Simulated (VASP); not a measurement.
# Pd (P6_3/mmc) in VASP: further runs, part 2 of 2

VASP 6.6.1. Earlier steps stand in the parts before.

## (4) Single point, LDA

This run uses another cell than the first one, of 14.26 Å³/atom, 1.010 times its volume.

Input file INCAR:

```
ALGO = Normal
EDIFF = 1E-6
ENCUT = 500
GGA = CA
GGA_COMPAT = F
ISIF = 2
ISMEAR = -1
LASPH = T
LCHARG = F
LREAL = F
LWAVE = F
NBANDS = 17
NELM = 120
PREC = Accurate
SIGMA = 0.1
```

Input file KPOINTS:

```
k-points
0
Gamma
  7 7 4
```

Input file POSCAR:

```
Pd
1.0
    2.7044744405      0.0000000000      0.0000000000
   -1.3522372202      2.3421435693      0.0000000000
    0.0000000000      0.0000000000      4.5015898641
Pd
2
Direct
    0.3333333333      0.6666666667      0.2500000000
    0.6666666667      0.3333333333      0.7500000000
```

Potentials or basis: VASP PAW LDA potentials, release 64 (Pd).

Command:

```bash
$ cat potpaw_LDA.64/Pd/POTCAR > POTCAR
$ mpirun -np 1 vasp_std > vasp.out
```

OUTCAR:

```text
EDIFF = 1E-6
   ENCUT = 500
   GGA = CA
   ISIF = 2
   ISMEAR = -1
   LASPH = T
   LREAL = F
   NELM = 120
   PREC = Accurate

 ion  position               nearest neighbor table
   1  0.333  0.667  0.250-   2 2.74   2 2.74   2 2.74   2 2.74   2 2.74   2 2.74
   2  0.667  0.333  0.750-   1 2.74   1 2.74   1 2.74   1 2.74   1 2.74   1 2.74

  LATTYP: Found a hexagonal cell.
 ALAT       =     2.7044744405
 C/A-ratio  =     1.6644971003

  Lattice vectors:

 A1 = (   2.7044744405,   0.0000000000,   0.0000000000)
 A2 = (  -1.3522372202,   2.3421435693,   0.0000000000)
 A3 = (   0.0000000000,   0.0000000000,   4.5015898641)

Analysis of symmetry for initial positions (statically):
=====================================================================
 Subroutine PRICEL returns:
 Original cell was already a primitive cell.

 Routine SETGRP: Setting up the symmetry group for a
 hexagonal supercell.

 Subroutine GETGRP returns: Found 24 space group operations
 (whereof 12 operations were pure point group operations)
 out of a pool of 24 trial point group operations.

The static configuration has the point symmetry D_3d.
 The point group associated with its full space group is D_6h.

Analysis of symmetry for dynamics (positions and initial velocities):
=====================================================================
 Subroutine PRICEL returns:
 Original cell was already a primitive cell.

 Routine SETGRP: Setting up the symmetry group for a
 hexagonal supercell.

 Subroutine GETGRP returns: Found 24 space group operations
 (whereof 12 operations were pure point group operations)
 out of a pool of 24 trial point group operations.

The dynamic configuration has the point symmetry D_3d.
[... 111 lines left out ...]
   NUPDOWN=      -1.0000    fix difference up-down
   EMIN   =  10.00;   EMAX   =-10.00  energy-range for DOS
   EFERMI =   0.00;   METHOD = LEGACY
   ISMEAR =    -1;   SIGMA  =   0.10  broadening in eV -4-tet -1-fermi 0-gaus
   EFERMI_NEDOS =   21; number of points for ismear=-14 and -15
   IALGO  =     38    algorithm
   IMIX   =      4    mixing-type and parameters
     AMIX     =   0.40;   BMIX     =  1.00
     AMIX_MAG =   1.60;   BMIX_MAG =  1.00
  volume/ion in A,a.u.               =      14.26        96.21
  Fermi-wavevector in a.u.,A,eV,Ry     =   1.454557  2.748714 28.786334  2.115736
  Thomas-Fermi vector in A             =   2.571694
   LORBIT       =      0    0 simple, 1 ext, 2 COOP (PROOUT), +10 PAW based schemes
   GGA     = CA    functional components
   LHFCALC =     F    Hartree Fock is set to
   AEXX    =    0.0000 exact exchange contribution
   IVDW    =     0    specifies the selected vdW correction
   LEPSILON=     F    determine dielectric tensor
   LRPA    =     F    only Hartree local field effects (RPA)
 non-spin polarized calculation
  energy-cutoff  :      500.00
  volume of cell :       28.51
 maximum number of plane-waves:       740
 NGX is ok and might be reduce to    20
   NGX =  9   NGY =  9   NGZ = 17

 number of electron      19.9999994 magnetization

 Free energy of the ion-electron system (eV)
  ---------------------------------------------------
  ext. energy  EPLUGINS =         0.00000000
  ---------------------------------------------------
  free energy    TOTEN  =       -12.99403865 eV

  energy without entropy =      -12.85237662  energy(sigma->0) =      -12.92320763

 E-fermi :  10.2493     XC(G=0): -13.7211

 val. band max:       10.2404874094   @ k =   0.2857   0.2857   0.2500
 cond. band min:      10.2589488468   @ k =   0.4286   0.0000   0.0000
 fundamental gap:      0.0184614374
 Fermi energy:        10.2493384191

 k-point     1 :       0.0000    0.0000    0.0000
  band No.  band energies     occupation
      1       2.6803      2.00000
      2       4.5549      2.00000
      3       7.0548      2.00000
      4       7.2838      2.00000
      5       7.2838      2.00000
      6       7.6662      2.00000
[... 457 lines left out ...]
      4       6.4502      2.00000
      5       7.2134      2.00000
      6       7.2134      2.00000
[... 9 lines left out ...]
     16      20.6454      0.00000
     17      28.8595      0.00000

------------------------ aborting loop because EDIFF is reached ----------------------------------------

  FORCE on cell =-STRESS in cart. coord.  units (eV):
  Direction    XX          YY          ZZ          XY          YZ          ZX
  --------------------------------------------------------------------------------------
  -------------------------------------------------------------------------------------
  Total        0.0662827      0.0662827      0.0489405      0.0000000     -0.0000000      0.0000000
  in kB        3.7243333      3.7243333      2.7498964      0.0000000     -0.0000000      0.0000000
  external PRESSURE =       3.3995210 kB  Pullay stress =       0.0000000 kB

 VOLUME and BASIS-vectors are now :
 -----------------------------------------------------------------------------
  energy-cutoff  :      500.00
  volume of cell :       28.51
      direct lattice vectors                 reciprocal lattice vectors
     2.704474440  0.000000000  0.000000000     0.369757608  0.213479655  0.000000000
    -1.352237220  2.342143569  0.000000000     0.000000000  0.426959309  0.000000000
     0.000000000  0.000000000  4.501589864     0.000000000  0.000000000  0.222143738

 POSITION                                       TOTAL-FORCE (eV/Angst)
 -----------------------------------------------------------------------------------
     -0.00000      1.56143      1.12540        -0.000000     -0.000000      0.000000
      1.35224      0.78071      3.37619         0.000000      0.000000      0.000000
 -----------------------------------------------------------------------------------
    total drift:                               -0.000000      0.000000     -0.000000

  FREE ENERGIE OF THE ION-ELECTRON SYSTEM (eV)
  ---------------------------------------------------
  free  energy   TOTEN  =       -12.9940386464 eV

  energy  without entropy=      -12.8523766216  energy(sigma->0) =      -12.92320763
```

Wall time 9.4 s (1 thread of Intel Xeon Platinum 8488C (Sapphire Rapids), shared host); peak memory 0.13 GiB.

Results:

* Free energy: -12.9940 eV
* Pressure: 0.3 GPa
* Band gap on the k mesh: zero (band 10 reaches 10.31 eV, above the bottom of band 11 at 9.47 eV)

Stress tensor (GPa, compression positive):
```
0.37 0.00 0.00
0.00 0.37 0.00
0.00 0.00 0.27
```

Levels at points of the mesh, in eV from the Fermi level:
```
           k point  band 7  band 8  band 9  band 10  band 11  band 12  band 13  band 14
(0.00, 0.00, 0.00)   -2.58   -1.83   -1.83    -0.29    -0.29     0.63     7.18    17.08
(0.00, 0.00, 0.50)   -3.01   -3.01   -0.78    -0.78    -0.78    -0.78    14.28    14.28
```

Caveat: the k points lie up to 0.38 Å⁻¹ apart.
